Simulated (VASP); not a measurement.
# SiNi3 in VASP: single point with PBEsol

Aim: the single point of SiNi3 with PBEsol.

Everything below comes from runs of VASP 6.6.1. Logs are shortened: lines on timing, memory, paths and dates and some standing lists are left out, and cuts for length are marked.

## 1. The cell of the first run

The cell holds a slab with vacuum, 16 atoms: a = 4.895 Å, b = 4.895 Å, c = 22.995 Å, α = 90.00°, β = 90.00°, γ = 120.00°.

## 2. Single point, PBEsol

INCAR reads:

```
PREC = Accurate ; ENCUT = 520
EDIFF = 1E-6 ; ISMEAR = 0
SIGMA = 0.1 ; LREAL = Auto
LASPH = True ; NELM = 60
ALGO = Fast ; ISIF = 2
LWAVE = False ; LCHARG = False
LDIPOL = True ; IDIPOL = 3
DIPOL = 0.5 0.5 0.500 ; GGA = PS
NBANDS = 82
```

KPOINTS reads:

```
regular mesh
0
Gamma
  6 6 1
```

POSCAR reads:

```
SiNi3
1.0
    4.8949406910      0.0000000000      0.0000000000
   -2.4474703455      4.2391429884      0.0000000000
    0.0000000000      0.0000000000     22.9950535070
Si Ni
4 12
Direct
    0.6666666667      0.3333333333      0.3696447150
    0.3333333333      0.6666666667      0.4565482383
    0.0000000000      0.0000000000      0.5438568418
    0.6666666667      0.3333333333      0.6293152097
    0.1666666667      0.8333333333      0.3696447150
    0.1666666667      0.3333333333      0.3696447150
    0.6666666667      0.8333333333      0.3696447150
    0.8333333333      0.1666666667      0.4565482383
    0.8333333333      0.6666666667      0.4565482383
    0.3333333333      0.1666666667      0.4565482383
    0.4996214569      0.5003785431      0.5431507820
    0.4996214569     -0.0007570863      0.5431507820
    0.0007570863      0.5003785431      0.5431507820
    0.1649656929      0.8350343071      0.6292066399
    0.1649656929      0.3299313857      0.6292066399
    0.6700686143      0.8350343071      0.6292066399
```

Potentials or basis: VASP PAW PBE potentials, release 64 (Si, Ni).

Launch:

```console
cat potpaw_PBE.64/Si/POTCAR potpaw_PBE.64/Ni/POTCAR > POTCAR
mpirun -np 1 vasp_std > vasp.out
```

OUTCAR:

```text
PREC = Accurate
   ENCUT = 520
   EDIFF = 1E-6
   ISMEAR = 0
   LREAL = Auto
   LASPH = True
   NELM = 60
   ISIF = 2
   GGA = PS

 ion  position               nearest neighbor table
   1  0.667  0.333  0.370-   8 2.45   9 2.45  10 2.45   7 2.45   5 2.45   7 2.45   5 2.45   6 2.45
                             6 2.45
   2  0.333  0.667  0.457-  12 2.44  13 2.44  11 2.44   5 2.45   6 2.45   7 2.45  10 2.45   8 2.45
                            10 2.45   8 2.45   9 2.45   9 2.45
   3  0.000  0.000  0.544-  15 2.41  16 2.41  14 2.41  13 2.45  12 2.45  11 2.45  11 2.45  13 2.45
                            12 2.45   9 2.46  10 2.46   8 2.46
   4  0.667  0.333  0.629-  12 2.44  13 2.44  11 2.44  14 2.45  16 2.45  16 2.45  14 2.45  15 2.45
                            15 2.45
   5  0.167  0.833  0.370-   2 2.45  10 2.45   9 2.45   1 2.45   6 2.45   6 2.45   1 2.45   7 2.45
                             7 2.45
   6  0.167  0.333  0.370-  10 2.45   2 2.45   8 2.45   5 2.45   7 2.45   5 2.45   7 2.45   1 2.45
                             1 2.45
   7  0.667  0.833  0.370-   9 2.45   8 2.45   2 2.45   1 2.45   6 2.45   1 2.45   6 2.45   5 2.45
                             5 2.45
   8  0.833  0.167  0.457-  13 2.44  12 2.44   1 2.45   7 2.45   6 2.45   2 2.45   9 2.45   9 2.45
                             2 2.45  10 2.45  10 2.45   3 2.46
   9  0.833  0.667  0.457-  11 2.44  13 2.44   7 2.45   1 2.45   5 2.45   8 2.45  10 2.45   8 2.45
                            10 2.45   2 2.45   2 2.45   3 2.46
  10  0.333  0.167  0.457-  11 2.44  12 2.44   6 2.45   5 2.45   1 2.45   2 2.45   9 2.45   2 2.45
                             9 2.45   8 2.45   8 2.45   3 2.46
  11  0.500  0.500  0.543-  16 2.43  15 2.43   4 2.44   2 2.44  12 2.44  13 2.44  10 2.44   9 2.44
                             3 2.45   3 2.45  12 2.45  13 2.45
  12  0.500  0.999  0.543-  16 2.43  14 2.43   4 2.44   2 2.44  11 2.44  13 2.44   8 2.44  10 2.44
                             3 2.45   3 2.45  11 2.45  13 2.45
  13  0.001  0.500  0.543-  14 2.43  15 2.43   4 2.44   2 2.44  12 2.44  11 2.44   8 2.44   9 2.44
                             3 2.45   3 2.45  12 2.45  11 2.45
  14  0.165  0.835  0.629-   3 2.41  15 2.42  16 2.42  13 2.43  12 2.43   4 2.45   4 2.45  15 2.47
                            16 2.47
  15  0.165  0.330  0.629-   3 2.41  14 2.42  16 2.42  13 2.43  11 2.43   4 2.45   4 2.45  16 2.47
                            14 2.47
  16  0.670  0.835  0.629-   3 2.41  15 2.42  14 2.42  11 2.43  12 2.43   4 2.45   4 2.45  15 2.47
                            14 2.47

  LATTYP: Found a hexagonal cell.
 ALAT       =     4.8949406910
 C/A-ratio  =     4.6977185136

  Lattice vectors:

 A1 = (   4.8949406910,   0.0000000000,   0.0000000000)
 A2 = (  -2.4474703455,   4.2391429884,   0.0000000000)
 A3 = (   0.0000000000,   0.0000000000,  22.9950535070)

Analysis of symmetry for initial positions (statically):
=====================================================================
 Subroutine PRICEL returns:
 Original cell was already a primitive cell.

 Routine SETGRP: Setting up the symmetry group for a
 hexagonal supercell.

 Subroutine GETGRP returns: Found  6 space group operations
 (whereof  6 operations were pure point group operations)
 out of a pool of 24 trial point group operations.

The static configuration has the point symmetry C_3v.

Analysis of symmetry for dynamics (positions and initial velocities):
=====================================================================
 Subroutine PRICEL returns:
 Original cell was already a primitive cell.

 Routine SETGRP: Setting up the symmetry group for a
 hexagonal supercell.

 Subroutine GETGRP returns: Found  6 space group operations
 (whereof  6 operations were pure point group operations)
 out of a pool of 24 trial point group operations.

The dynamic configuration has the point symmetry C_3v.

 Subroutine INISYM returns: Found  6 space group operations
 (whereof  6 operations are pure point group operations),
 and found     1 'primitive' translations

----------------------------------------------------------------------------------------

                                     Primitive cell

  volume of cell :     477.1555

  direct lattice vectors                    reciprocal lattice vectors
     4.894940691  0.000000000  0.000000000     0.204292567  0.117948369  0.000000000
    -2.447470346  4.239142988  0.000000000     0.000000000  0.235896737  0.000000000
     0.000000000  0.000000000 22.995053507     0.000000000  0.000000000  0.043487614

  length of vectors
     4.894940691  4.894940691 22.995053507     0.235896737  0.235896737  0.043487614

[... 53 lines left out ...]
     0.039316123  0.039316123  0.043487614

  Shift w.r.t. Gamma in fractional coordinates (k-lattice)
     0.000000000  0.000000000  0.000000000

 Subroutine IBZKPT returns following result:
 ===========================================

 Found      7 irreducible k-points:

 Following reciprocal coordinates:
            Coordinates               Weight
  0.000000  0.000000  0.000000      1.000000
  0.166667  0.000000  0.000000      6.000000
  0.333333 -0.000000  0.000000      6.000000
  0.500000  0.000000  0.000000      3.000000
  0.166667  0.166667  0.000000      6.000000
  0.333333  0.166667  0.000000     12.000000
  0.333333  0.333333  0.000000      2.000000
   k-points           NKPTS =      7   k-points in BZ     NKDIM =      7   number of bands    NBANDS=     82
   number of dos      NEDOS =    301   number of ions     NIONS =     16
   total plane-waves  NPLWV = 233280
   dimension x,y,z NGX =    36 NGY =   36 NGZ =  180
   dimension x,y,z NGXF=    72 NGYF=   72 NGZF=  360
   ions per type =               4  12
   NGX,Y,Z   is equivalent  to a cutoff of  12.23, 12.23, 13.01 a.u.
   NGXF,Y,Z  is equivalent  to a cutoff of  24.45, 24.45, 26.03 a.u.
 SYSTEM =  unknown system
   PREC   = accura    normal or accurate (medium, high low for compatibility)
   ISTART =      0    job   : 0-new  1-cont  2-samecut
   ICHARG =      2    charge: 1-file 2-atom 10-const
   ISPIN  =      1    spin polarized calculation?
   LNONCOLLINEAR =      F non collinear calculations
   LSORBIT =      F    spin-orbit coupling
   LASPH  =      T    aspherical Exc in radial PAW
   ENCUT  =  520.0 eV  38.22 Ry    6.18 a.u.   9.10  9.10 42.76*2*pi/ulx,y,z
   NELM   =     60;   NELMIN=  2; NELMDL= -5     # of ELM steps
   EDIFF  = 0.1E-05   stopping-criterion for ELM
   LREAL  =      T    real-space projection
   EDIFFG = 0.1E-04   stopping-criterion for IOM
   NSW    =      0    number of steps for IOM
   IBRION =     -1    ionic relax: 0-MD 1-quasi-New 2-CG
   NFREE  =      0    steps in history (QN), initial steepest desc. (CG)
   ISIF   =      2    stress and relaxation
   ISYM   =      2    0-nonsym 1-usesym 2-fastsym
   POTIM  = 0.5000    time-step for ionic-motion
   TEBEG  =    0.0;   TEEND  =   0.0 temperature during run
   PSTRESS=    0.0 pullay stress
   NELECT =     136.0000    total number of electrons
   NUPDOWN=      -1.0000    fix difference up-down
   EMIN   =  10.00;   EMAX   =-10.00  energy-range for DOS
   EFERMI =   0.00;   METHOD = LEGACY
   ISMEAR =     0;   SIGMA  =   0.10  broadening in eV -4-tet -1-fermi 0-gaus
   EFERMI_NEDOS =   21; number of points for ismear=-14 and -15
   IALGO  =     68    algorithm
   IMIX   =      4    mixing-type and parameters
     AMIX     =   0.40;   BMIX     =  1.00
     AMIX_MAG =   1.60;   BMIX_MAG =  1.00
  volume/ion in A,a.u.               =      29.82       201.25
  Fermi-wavevector in a.u.,A,eV,Ry     =   1.077377  2.035948 15.792852  1.160742
  Thomas-Fermi vector in A             =   2.213287
   LORBIT       =      0    0 simple, 1 ext, 2 COOP (PROOUT), +10 PAW based schemes
   GGA     = PS    functional components
   LHFCALC =     F    Hartree Fock is set to
   AEXX    =    0.0000 exact exchange contribution
   IVDW    =     0    specifies the selected vdW correction
   LEPSILON=     F    determine dielectric tensor
   LRPA    =     F    only Hartree local field effects (RPA)
 non-spin polarized calculation
 RMM-DIIS sequential band-by-band and
 Gauss-broadening in eV      SIGMA  =   0.10
  energy-cutoff  :      520.00
  volume of cell :      477.16
 maximum number of plane-waves:     12897
   NGX = 19   NGY = 19   NGZ = 85

 dipolmoment           0.000000      0.000000     -0.010133 electrons x Angstroem

 number of electron     135.9999903 magnetization

 dipolmoment           0.000000      0.000000      0.001354 electrons x Angstroem

 Free energy of the ion-electron system (eV)
  ---------------------------------------------------
  ext. energy  EPLUGINS =         0.00000000
  ---------------------------------------------------
  free energy    TOTEN  =       -99.39582174 eV

  energy without entropy =      -99.30725098  energy(sigma->0) =      -99.35153636

 E-fermi :   0.5699     XC(G=0):  -5.5178

 val. band max:        0.5690953279   @ k =   0.1667   0.0000   0.0000
 cond. band min:       0.5737711183   @ k =   0.1667   0.1667   0.0000
 fundamental gap:      0.0046757905
 Fermi energy:         0.5698764136

 k-point     1 :       0.0000    0.0000    0.0000
  band No.  band energies     occupation
      1     -11.1960      2.00000
      2      -9.8611      2.00000
      3      -8.1826      2.00000
      4      -7.6036      2.00000
      5      -4.8287      2.00000
      6      -4.4713      2.00000
[... 570 lines left out ...]
     79       4.0558      0.00000
     80       4.0624      0.00000
 [bands above 80 left out]

------------------------ aborting loop because EDIFF is reached ----------------------------------------

 vacuum level on the upper side and lower side of the slab       (xc-potential included)        -0.089        -0.101

  FORCE on cell =-STRESS in cart. coord.  units (eV):
  Direction    XX          YY          ZZ          XY          YZ          ZX
  --------------------------------------------------------------------------------------
  -------------------------------------------------------------------------------------
  Total       -8.2926513     -8.2926513     -0.8698171      0.0000000      0.0000000     -0.0000000
  in kB      -27.8447973    -27.8447973     -2.9206438      0.0000000      0.0000000     -0.0000000
  external PRESSURE =     -19.5367461 kB  Pullay stress =       0.0000000 kB

 VOLUME and BASIS-vectors are now :
 -----------------------------------------------------------------------------
  energy-cutoff  :      520.00
  volume of cell :      477.16
      direct lattice vectors                 reciprocal lattice vectors
     4.894940691  0.000000000  0.000000000     0.204292567  0.117948369  0.000000000
    -2.447470346  4.239142988  0.000000000     0.000000000  0.235896737  0.000000000
     0.000000000  0.000000000 22.995053507     0.000000000  0.000000000  0.043487614

 POSITION                                       TOTAL-FORCE (eV/Angst)
 -----------------------------------------------------------------------------------
      2.44747      1.41305      8.50000         0.000000      0.000000      0.118031
     -0.00000      2.82610     10.49835         0.000000      0.000000     -0.277202
      0.00000      0.00000     12.50602         0.000000      0.000000      0.009359
      2.44747      1.41305     14.47114         0.000000      0.000000     -0.017790
     -1.22374      3.53262      8.50000         0.202400     -0.116856      0.123127
      0.00000      1.41305      8.50000        -0.000000      0.233711      0.123127
[... 8 lines left out ...]
      0.00000      1.39863     14.46864         0.000000      0.022987      0.018475
      1.23622      3.53983     14.46864        -0.019907     -0.011493      0.018475
 -----------------------------------------------------------------------------------
    total drift:                               -0.000001     -0.000001      0.003877

  FREE ENERGIE OF THE ION-ELECTRON SYSTEM (eV)
  ---------------------------------------------------
  free  energy   TOTEN  =       -99.3958217397 eV

  energy  without entropy=      -99.3072509832  energy(sigma->0) =      -99.35153636

 vacuum level on the upper side and lower side of the slab         5.611         5.598
```

Wall time 6.6 min (1 thread of AMD EPYC 9R45 (Zen 5), shared host); peak memory 0.56 GiB.

Results:

| Quantity | Value |
| --- | --- |
| Free energy | -99.3958 eV |
| Largest force | 0.277 eV/Å |
| Band gap on the k mesh | zero (bands 68 and 69 overlap by 0.18 eV) |

Forces in eV/Å, atoms in the order of the input:
```
Si   0.000  0.000  0.118
Si   0.000  0.000 -0.277
Si   0.000  0.000  0.009
Si   0.000  0.000 -0.018
Ni   0.202 -0.117  0.123
Ni   0.000  0.234  0.123
Ni  -0.202 -0.117  0.123
Ni   0.080 -0.046 -0.078
Ni   0.000  0.092 -0.078
Ni  -0.080 -0.046 -0.078
Ni   0.000  0.000 -0.008
Ni   0.000 -0.001 -0.008
Ni   0.000  0.000 -0.008
Ni   0.020 -0.011  0.018
Ni   0.000  0.023  0.018
Ni  -0.020 -0.011  0.018
```

Levels at points of the mesh, in eV from the Fermi level:
```csv
k point,band 64,band 65,band 66,band 67,band 68,band 69,band 70,band 71,band 72,band 73
"(0.00, 0.00, 0.00)",-0.16,-0.05,-0.05,-0.04,0.09,0.09,0.11,0.13,0.56,0.58
"(0.50, 0.00, 0.00)",-0.47,-0.29,-0.12,-0.12,-0.01,0.33,0.74,0.84,0.86,1.15
```

Caveat: the PAW data sets were made with another functional, which shifts forces and pressure a little. Spin polarisation is off, so any magnetic state and its effect on volume and gap are missing.
